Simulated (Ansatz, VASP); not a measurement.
# Y: VASP beside Ansatz

Contents of INCAR:

```
SYSTEM = Y
PREC = Accurate
ENCUT = 520
EDIFF = 1E-7
ISMEAR = -1
SIGMA = 0.1
LREAL = .False.
LASPH = .True.
NELM = 80
ALGO = Normal
ISIF = 2
LWAVE = .False.
LCHARG = .False.
GGA = PS
NBANDS = 12
```

Contents of KPOINTS:

```
regular mesh
0
Gamma
  12 12 12
  0 0 0
```

The input POSCAR:

```
Y
1.0
    0.0000000000      2.3870469817      2.3870469817
    2.3870469817      0.0000000000      2.3870469817
    2.3870469817      2.3870469817      0.0000000000
Y
1
Direct
    0.0000000000      0.0000000000      0.0000000000
```

Input for Ansatz:

```yaml
crystal:
  lattice:
    - [0.0, 2.3870469817, 2.3870469817]
    - [2.3870469817, 0.0, 2.3870469817]
    - [2.3870469817, 2.3870469817, 0.0]
  atoms:
    - { symbol: "Y", position: [0.0, 0.0, 0.0] }
hamiltonian:
  xc: pbesol
  pseudopotentials:
    kind: paw
    azcp:
      "Y": "pseudopotentials/Y.paw.azcp"
basis:
  ecutwfc: 420
  fft_grid_basis: typed
kpoints:
  mp_grid: { grid: [12, 12, 12], shift: [0, 0, 0] }
magnetization:
  spin_polarized: false
scf:
  occupations: { method: fermi_dirac, width: 0.1 }
  lower_state_search: "off"
output:
  stress: true
```

Alike in both runs: task single point; functional PBEsol; k mesh 12 × 12 × 12; occupations fermi-dirac, width 0.1 eV; no spin polarisation.

```csv
,VASP,Ansatz
version,VASP 6.6.1,Ansatz 0.2.0
potentials or method,"VASP PAW PBE potentials, release 64 (Y_sv), cutoff 520 eV","plane waves (420 eV) with PAW, scalar-relativistic"
valence electrons in the cell,11,11
```

|  | VASP | Ansatz | Ansatz less VASP |
| --- | --- | --- | --- |
| pressure (GPa) | 6.3 | 6.5 | +0.20 |

VASP's potentials were made for PBE, not for PBEsol, and Ansatz warns of the same on its side.
